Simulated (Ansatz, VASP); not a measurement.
## BN: VASP beside Ansatz

```
B N
1.0
     2.50245    0.00000    0.00000
    -1.25123    2.16719    0.00000
     0.00000    0.00000    4.21018
B N
2 2
Cartesian
  0.0000 1.4448 0.0003
  1.2512 0.7224 2.1054
  0.0000 1.4448 1.5743
  1.2512 0.7224 3.6794
```

Change from the starting cell: strained cell.

Alike in both runs: functional PBEsol; k mesh 9 × 9 × 6; occupations gaussian, width 0.02 eV; no spin polarisation.

Ansatz relaxed the structure, and its values are those at the end. VASP's run is a single point on that final structure, the one shown.

|  | VASP | Ansatz |
| --- | --- | --- |
| version | VASP 6.6.1 | Ansatz 0.2.0 |
| potentials or method | VASP PAW PBE potentials, release 64 (B, N), cutoff 520 eV | scalar-relativistic, plane waves, PAW |
| valence electrons in the cell | 16 | 16 |

VASP gave:

```
gap on the k mesh at the Fermi level (eV) : 4.79
least direct gap on the mesh (eV)         : 8.18
pressure (GPa)                            : 12.5
rms of the force components (eV/Å)        : 0.006
```

Problem. Estimate Ansatz's values.

Solution. gap on the k mesh at the Fermi level (eV): 4.80; least direct gap on the mesh (eV): 8.18; pressure (GPa): 11.6; rms of the force components (eV/Å): 0.000.

VASP's potentials were made for PBE, not for PBEsol, and Ansatz warns of the same on its side. The functional is the same, so the differences come from potentials, cutoffs and numerics. Ansatz's warnings: stress scf threshold loose.
